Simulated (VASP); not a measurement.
# PdI (CsCl type) (Pm-3m) in VASP: notebook

The runs below take PdI (CsCl type) through single point, relaxation of cell and atoms, with LDA.

All numbers are computed with VASP 6.6.1; they aren't measurements. Logs are shortened: lines on timing, memory, paths and dates and some standing lists are left out, and cuts for length are marked.

## (1) The cell of the first run

Symmetry: Pm-3m, No. 221, cubic system. The conventional cell has a = 3.373 Å, b = 3.373 Å, c = 3.373 Å, α = 90.00°, β = 90.00°, γ = 90.00°. Within 3.8 Å of Pd (site symmetry m-3m) lie 8 I at 2.92 Å and 6 Pd at 3.37 Å. Within 3.8 Å of I (site symmetry m-3m) lie 8 Pd at 2.92 Å and 6 I at 3.37 Å.

## (2) Single point, LDA

Input file INCAR:

```
SYSTEM = PdI
  PREC = Accurate
  ENCUT = 520
  EDIFF = 1E-6
  ISMEAR = -1
  SIGMA = 0.1
  LREAL = .FALSE.
  LASPH = .TRUE.
  NELM = 100
  ALGO = Normal
  ISIF = 2
  LWAVE = .FALSE.
  LCHARG = .FALSE.
  NBANDS = 16
```

Input file KPOINTS:

```
regular mesh
0
G
  13 13 13
  0 0 0
```

Input file POSCAR:

```
PdI
1.0
    3.3727652735      0.0000000000      0.0000000000
    0.0000000000      3.3727652735      0.0000000000
    0.0000000000      0.0000000000      3.3727652735
Pd I
1 1
Direct
    0.0000000000      0.0000000000      0.0000000000
    0.5000000000      0.5000000000      0.5000000000
```

Potentials or basis: VASP PAW LDA potentials, release 64 (Pd, I).

On the command line:

```sh
$ cat potpaw_LDA.64/Pd/POTCAR potpaw_LDA.64/I/POTCAR > POTCAR
$ mpirun -np 1 vasp_std > vasp.out
```

OUTCAR:

```text
SYSTEM = PdI
   PREC = Accurate
   ENCUT = 520
   EDIFF = 1E-6
   ISMEAR = -1
   LREAL = .FALSE.
   LASPH = .TRUE.
   NELM = 100
   ISIF = 2

 ion  position               nearest neighbor table
   1  0.000  0.000  0.000-   2 2.92   2 2.92   2 2.92   2 2.92   2 2.92   2 2.92   2 2.92   2 2.92

   2  0.500  0.500  0.500-   1 2.92   1 2.92   1 2.92   1 2.92   1 2.92   1 2.92   1 2.92   1 2.92

  LATTYP: Found a simple cubic cell.
 ALAT       =     3.3727652735

  Lattice vectors:

 A1 = (   3.3727652735,   0.0000000000,   0.0000000000)
 A2 = (   0.0000000000,   3.3727652735,   0.0000000000)
 A3 = (   0.0000000000,   0.0000000000,   3.3727652735)

Analysis of symmetry for initial positions (statically):
=====================================================================
 Subroutine PRICEL returns:
 Original cell was already a primitive cell.

 Routine SETGRP: Setting up the symmetry group for a
 simple cubic supercell.

 Subroutine GETGRP returns: Found 48 space group operations
 (whereof 48 operations were pure point group operations)
 out of a pool of 48 trial point group operations.

The static configuration has the point symmetry O_h .

Analysis of symmetry for dynamics (positions and initial velocities):
=====================================================================
 Subroutine PRICEL returns:
 Original cell was already a primitive cell.

 Routine SETGRP: Setting up the symmetry group for a
 simple cubic supercell.

 Subroutine GETGRP returns: Found 48 space group operations
 (whereof 48 operations were pure point group operations)
 out of a pool of 48 trial point group operations.

The dynamic configuration has the point symmetry O_h .

 Subroutine INISYM returns: Found 48 space group operations
 (whereof 48 operations are pure point group operations),
 and found     1 'primitive' translations

----------------------------------------------------------------------------------------

                                     Primitive cell

  volume of cell :      38.3670

  direct lattice vectors                    reciprocal lattice vectors
     3.372765274  0.000000000  0.000000000     0.296492616  0.000000000  0.000000000
     0.000000000  3.372765274  0.000000000     0.000000000  0.296492616  0.000000000
     0.000000000  0.000000000  3.372765274     0.000000000  0.000000000  0.296492616

  length of vectors
     3.372765274  3.372765274  3.372765274     0.296492616  0.296492616  0.296492616

  position of ions in fractional coordinates (direct lattice)
     0.000000000  0.000000000  0.000000000
     0.500000000  0.500000000  0.500000000

  ion indices of the primitive-cell ions
   primitive index   ion index
                 1           1
                 2           2

----------------------------------------------------------------------------------------

 KPOINTS: regular mesh

Automatic generation of k-mesh.
 Grid dimensions read from file:
 generate k-points for:   13   13   13

 Generating k-lattice:

  Cartesian coordinates                     Fractional coordinates (reciprocal lattice)
     0.022807124  0.000000000  0.000000000     0.076923077  0.000000000  0.000000000
     0.000000000  0.022807124  0.000000000     0.000000000  0.076923077  0.000000000
     0.000000000  0.000000000  0.022807124     0.000000000  0.000000000  0.076923077

  Length of vectors
     0.022807124  0.022807124  0.022807124

  Shift w.r.t. Gamma in fractional coordinates (k-lattice)
     0.000000000  0.000000000  0.000000000

 Subroutine IBZKPT returns following result:
 ===========================================

 Found     84 irreducible k-points:

 Following reciprocal coordinates:
            Coordinates               Weight
  0.000000  0.000000  0.000000      1.000000
  0.076923  0.000000  0.000000      6.000000
  0.153846  0.000000  0.000000      6.000000
  0.230769  0.000000  0.000000      6.000000
  0.307692  0.000000  0.000000      6.000000
  0.384615  0.000000  0.000000      6.000000
[... 16 lines left out ...]
  0.307692  0.307692  0.000000     12.000000
  0.384615  0.307692  0.000000     24.000000
 [... further k-points ...]
   k-points           NKPTS =     84   k-points in BZ     NKDIM =     84   number of bands    NBANDS=     16
   number of dos      NEDOS =    301   number of ions     NIONS =      2
   total plane-waves  NPLWV =  21952
   dimension x,y,z NGX =    28 NGY =   28 NGZ =   28
   dimension x,y,z NGXF=    56 NGYF=   56 NGZF=   56
   ions per type =               1   1
   NGX,Y,Z   is equivalent  to a cutoff of  13.80, 13.80, 13.80 a.u.
   NGXF,Y,Z  is equivalent  to a cutoff of  27.60, 27.60, 27.60 a.u.
 SYSTEM =  PdI
   PREC   = accura    normal or accurate (medium, high low for compatibility)
   ISTART =      0    job   : 0-new  1-cont  2-samecut
   ICHARG =      2    charge: 1-file 2-atom 10-const
   ISPIN  =      1    spin polarized calculation?
   LNONCOLLINEAR =      F non collinear calculations
   LSORBIT =      F    spin-orbit coupling
   LASPH  =      T    aspherical Exc in radial PAW
   ENCUT  =  520.0 eV  38.22 Ry    6.18 a.u.   6.27  6.27  6.27*2*pi/ulx,y,z
   NELM   =    100;   NELMIN=  2; NELMDL= -5     # of ELM steps
   EDIFF  = 0.1E-05   stopping-criterion for ELM
   LREAL  =      F    real-space projection
   EDIFFG = 0.1E-04   stopping-criterion for IOM
   NSW    =      0    number of steps for IOM
   IBRION =     -1    ionic relax: 0-MD 1-quasi-New 2-CG
   NFREE  =      0    steps in history (QN), initial steepest desc. (CG)
   ISIF   =      2    stress and relaxation
   ISYM   =      2    0-nonsym 1-usesym 2-fastsym
   POTIM  = 0.5000    time-step for ionic-motion
   TEBEG  =    0.0;   TEEND  =   0.0 temperature during run
   PSTRESS=    0.0 pullay stress
   NELECT =      17.0000    total number of electrons
   NUPDOWN=      -1.0000    fix difference up-down
   EMIN   =  10.00;   EMAX   =-10.00  energy-range for DOS
   EFERMI =   0.00;   METHOD = LEGACY
   ISMEAR =    -1;   SIGMA  =   0.10  broadening in eV -4-tet -1-fermi 0-gaus
   EFERMI_NEDOS =   21; number of points for ismear=-14 and -15
   IALGO  =     38    algorithm
   IMIX   =      4    mixing-type and parameters
     AMIX     =   0.40;   BMIX     =  1.00
     AMIX_MAG =   1.60;   BMIX_MAG =  1.00
  volume/ion in A,a.u.               =      19.18       129.46
  Fermi-wavevector in a.u.,A,eV,Ry     =   1.248068  2.358507 21.193448  1.557674
  Thomas-Fermi vector in A             =   2.382172
   LORBIT       =      0    0 simple, 1 ext, 2 COOP (PROOUT), +10 PAW based schemes
   GGA     = CA    functional components
   LHFCALC =     F    Hartree Fock is set to
   AEXX    =    0.0000 exact exchange contribution
   IVDW    =     0    specifies the selected vdW correction
   LEPSILON=     F    determine dielectric tensor
   LRPA    =     F    only Hartree local field effects (RPA)
 non-spin polarized calculation
  energy-cutoff  :      520.00
  volume of cell :       38.37
 maximum number of plane-waves:      1052
 NGX is ok and might be reduce to    28
   NGX = 13   NGY = 13   NGZ = 13

 number of electron      17.0000000 magnetization

 Free energy of the ion-electron system (eV)
  ---------------------------------------------------
  ext. energy  EPLUGINS =         0.00000000
  ---------------------------------------------------
  free energy    TOTEN  =        -7.76450710 eV

  energy without entropy =       -7.69023642  energy(sigma->0) =       -7.72737176

 E-fermi :  10.8918     XC(G=0): -12.0533

 val. band max:       10.8879609934   @ k =   0.4615   0.4615   0.2308
 cond. band min:      10.8941058305   @ k =   0.4615   0.3077   0.0000
 fundamental gap:      0.0061448371
 Fermi energy:        10.8917574088

 k-point     1 :       0.0000    0.0000    0.0000
  band No.  band energies     occupation
      1      -5.3036      2.00000
      2       6.8380      2.00000
      3       6.8380      2.00000
      4       8.4093      2.00000
      5       8.4093      2.00000
      6       8.4093      2.00000
[... 8 lines left out ...]
     15      24.3324      0.00000
     16      24.8219      0.00000

 k-point     2 :       0.0769    0.0000    0.0000
  band No.  band energies     occupation
      1      -5.2468      2.00000
      2       6.6096      2.00000
      3       6.8568      2.00000
      4       7.9150      2.00000
      5       7.9150      2.00000
      6       8.1847      2.00000
[... 8 lines left out ...]
     15      23.8384      0.00000
     16      24.6258      0.00000

 k-point     3 :       0.1538    0.0000    0.0000
  band No.  band energies     occupation
      1      -5.0819      2.00000
      2       5.8041      2.00000
      3       6.9096      2.00000
      4       7.4816      2.00000
      5       7.4816      2.00000
      6       8.0829      2.00000
[... 8 lines left out ...]
     15      22.7192      0.00000
     16      24.1922      0.00000

 k-point     4 :       0.2308    0.0000    0.0000
  band No.  band energies     occupation
      1      -4.8268      2.00000
      2       4.7030      2.00000
      3       6.9864      2.00000
      4       7.1239      2.00000
      5       7.1239      2.00000
      6       8.2844      2.00000
[... 8 lines left out ...]
     15      21.6964      0.00000
     16      23.7448      0.00000
[... 324 lines left out ...]
 k-point    22 :       0.4615    0.2308    0.0000
  band No.  band energies     occupation
      1      -3.7029      2.00000
      2       2.9979      2.00000
      3       5.6240      2.00000
      4       7.0013      2.00000
      5       7.3662      2.00000
      6       8.1802      2.00000
[... 8 lines left out ...]
     15      23.3835      0.00000
     16      24.4075      0.00000

 k-point    23 :       0.3077    0.3077    0.0000
  band No.  band energies     occupation
      1      -3.8758      2.00000
      2       4.1503      2.00000
      3       4.8650      2.00000
      4       7.2224      2.00000
      5       7.4483      2.00000
      6       8.0272      2.00000
[... 8 lines left out ...]
     15      22.2143      0.00000
     16      22.7413      0.00000

 k-point    24 :       0.3846    0.3077    0.0000
  band No.  band energies     occupation
      1      -3.6450      2.00000
      2       3.7587      2.00000
      3       4.9043      2.00000
      4       7.2834      2.00000
      5       7.4011      2.00000
      6       8.0068      2.00000
[... 8 lines left out ...]
     15      22.7642      0.00000
     16      23.4078      0.00000

 [... further k-points ...]
[... 5 lines left out ...]
  --------------------------------------------------------------------------------------
  -------------------------------------------------------------------------------------
  Total        2.2203455      2.2203455      2.2203455     -0.0000000     -0.0000000      0.0000000
  in kB       92.7198637     92.7198637     92.7198637     -0.0000000     -0.0000000      0.0000000
  external PRESSURE =      92.7198637 kB  Pullay stress =       0.0000000 kB

 VOLUME and BASIS-vectors are now :
 -----------------------------------------------------------------------------
  energy-cutoff  :      520.00
  volume of cell :       38.37
      direct lattice vectors                 reciprocal lattice vectors
     3.372765274  0.000000000  0.000000000     0.296492616  0.000000000  0.000000000
     0.000000000  3.372765274  0.000000000     0.000000000  0.296492616  0.000000000
     0.000000000  0.000000000  3.372765274     0.000000000  0.000000000  0.296492616

 POSITION                                       TOTAL-FORCE (eV/Angst)
 -----------------------------------------------------------------------------------
      0.00000      0.00000      0.00000         0.000000      0.000000      0.000000
      1.68638      1.68638      1.68638         0.000000      0.000000      0.000000
 -----------------------------------------------------------------------------------
    total drift:                               -0.000000      0.000000     -0.000000

  FREE ENERGIE OF THE ION-ELECTRON SYSTEM (eV)
  ---------------------------------------------------
  free  energy   TOTEN  =        -7.7645070992 eV

  energy  without entropy=       -7.6902364213  energy(sigma->0) =       -7.72737176
```

It took 16 s on 1 thread of Intel Xeon 6975P-C (Granite Rapids), shared host; peak memory 0.18 GiB.

What came out:

* Free energy: -7.7645 eV
* Pressure: 9.3 GPa

Caveat: spin-orbit coupling is left out, which moves the levels of the heavy elements; an odd number of electrons without spin polarisation forces a metal; a magnetic or distorted state may lie lower.

## (3) Relaxation of cell and atoms, LDA, target pressure 9.1 GPa, at which the enthalpy is minimised

This run uses another cell than the first one, of 18.83 Å³/atom, 0.982 times its volume.

Input file INCAR:

```
PREC     = Accurate       # precision mode
ENCUT    = 600            # plane-wave cutoff, eV
EDIFF    = 1E-6           # SCF threshold, eV
ISMEAR   = -1             # smearing method
SIGMA    = 0.1            # smearing width, eV
LREAL    = F              # projectors in reciprocal space
LASPH    = T              # aspherical terms in the spheres
NELM     = 60             # most SCF steps
ALGO     = Normal         # electronic algorithm
ISIF     = 3              # what is computed and relaxed
LWAVE    = F              # write WAVECAR
LCHARG   = F              # write CHGCAR
GGA      = CA             # functional
IBRION   = 2              # ionic algorithm
NSW      = 60             # ionic steps
EDIFFG   = -0.005         # ionic threshold
PSTRESS  = 91.0
```

Input file KPOINTS:

```
Automatic mesh
0
Gamma
  13 13 13
```

Input file POSCAR:

```
PdI
1.0
    3.3519707700      0.0000000000      0.0000000000
    0.0000000000      3.3519707700      0.0000000000
    0.0000000000      0.0000000000      3.3519707700
Pd I
1 1
Direct
    0.0000000000      0.0000000000      0.0000000000
    0.5000000000      0.5000000000      0.5000000000
```

Potentials or basis: VASP PAW LDA potentials, release 64 (Pd, I).

On the command line:

```sh
$ cat potpaw_LDA.64/Pd/POTCAR potpaw_LDA.64/I/POTCAR > POTCAR
$ mpirun -np 1 vasp_std > vasp.out
```

OUTCAR:

```text
PREC = Accurate
   ENCUT = 600
   EDIFF = 1E-6
   ISMEAR = -1
   LREAL = F
   LASPH = T
   NELM = 60
   ISIF = 3
   GGA = CA
   IBRION = 2
   NSW = 60
   EDIFFG = -0.005
   PSTRESS = 91.0

 ion  position               nearest neighbor table
   1  0.000  0.000  0.000-   2 2.90   2 2.90   2 2.90   2 2.90   2 2.90   2 2.90   2 2.90   2 2.90

   2  0.500  0.500  0.500-   1 2.90   1 2.90   1 2.90   1 2.90   1 2.90   1 2.90   1 2.90   1 2.90

  LATTYP: Found a simple cubic cell.
 ALAT       =     3.3519707700

  Lattice vectors:

 A1 = (   3.3519707700,   0.0000000000,   0.0000000000)
 A2 = (   0.0000000000,   3.3519707700,   0.0000000000)
 A3 = (   0.0000000000,   0.0000000000,   3.3519707700)

Analysis of symmetry for initial positions (statically):
=====================================================================
 Subroutine PRICEL returns:
 Original cell was already a primitive cell.
[... 260 lines left out ...]
 cond. band min:      10.8683464438   @ k =   0.4615   0.3077   0.0000
 fundamental gap:      0.0053588165
 Fermi energy:        10.8668214844

 k-point     1 :       0.0000    0.0000    0.0000
  band No.  band energies     occupation
      1      -5.3155      2.00000
      2       6.8235      2.00000
      3       6.8235      2.00000
      4       8.3885      2.00000
      5       8.3885      2.00000
      6       8.3885      2.00000
      7       8.4066      2.00000
      8       8.4066      2.00000
      9       8.4066      2.00000
     10      12.0393      0.00002
     11      16.9983      0.00000
     12      16.9983      0.00000
[... 331 lines left out ...]
 k-point    24 :       0.3846    0.3077    0.0000
  band No.  band energies     occupation
      1      -3.6611      2.00000
      2       3.7458      2.00000
      3       4.8900      2.00000
      4       7.2666      2.00000
      5       7.3853      2.00000
      6       7.9892      2.00000
      7       8.9548      2.00000
      8       9.0331      2.00000
      9      10.9112      0.78154
     10      12.8841      0.00000
     11      16.8955      0.00000
     12      19.7744      0.00000

 [... further k-points ...]
[... 5 lines left out ...]
  --------------------------------------------------------------------------------------
  -------------------------------------------------------------------------------------
  Total        2.1728213      2.1728213      2.1728213      0.0000000      0.0000000      0.0000000
  in kB       90.6153573     90.6153573     90.6153573      0.0000000      0.0000000      0.0000000
  external PRESSURE =      -0.3846427 kB  Pullay stress =      91.0000000 kB
[... 21 lines left out ...]
  energy  without entropy=       -7.6926976127  energy(sigma->0) =       -7.72987571

  enthalpy is  TOTEN    =        -5.5850093457 eV   P V=        2.1820444539

 reached required accuracy - stopping structural energy minimisation
```

It took 31 s on 1 thread of Intel Xeon 6975P-C (Granite Rapids), shared host; peak memory 0.19 GiB.

What came out:

```
Free energy                                            : -7.7671 eV
Relaxed volume                                         : 19.21 Å³/atom
Relaxed cell                                           : a = 3.374 Å, b = 3.374 Å, c = 3.374 Å, α = 90.00°, β = 90.00°, γ = 90.00°
Space group after relaxing (to 0.05 Å)                 : Pm-3m (No. 221)
Energy change on relaxing (the enthalpy is what falls) : -24.8 meV/atom
Ionic steps                                            : 3
Pressure after relaxing                                : 9.1 GPa
```

The path:
```
step  energy change (eV)  largest force (eV/Å)  pressure (GPa)  volume (Å³)
   1              0.0000                0.0000           12.01        37.66
   2             -0.1001                0.0000            5.27        39.55
   3             -0.0496                0.0000            9.06        38.42
```

Final structure:
```yaml
crystal:
  lattice:
    - [3.37425, 0.00000, 0.00000]
    - [0.00000, 3.37425, 0.00000]
    - [0.00000, 0.00000, 3.37425]
  atoms:
    - { symbol: Pd, position: [0.00000, 0.00000, 0.00000] }
    - { symbol: I, position: [0.50000, 0.50000, 0.50000] }
```

Levels at points of the mesh, in eV from the Fermi level:
| k point | band 7 | band 8 | band 9 | band 10 | band 11 | band 12 |
| --- | --- | --- | --- | --- | --- | --- |
| (0.00, 0.00, 0.00) | -2.46 | -2.46 | -2.46 | 1.17 | 6.13 | 6.13 |

Caveat: the cell is relaxed towards a set pressure, so the enthalpy falls and the energy may rise; spin-orbit coupling is left out, which moves the levels of the heavy elements; an odd number of electrons without spin polarisation forces a metal; a magnetic or distorted state may lie lower.
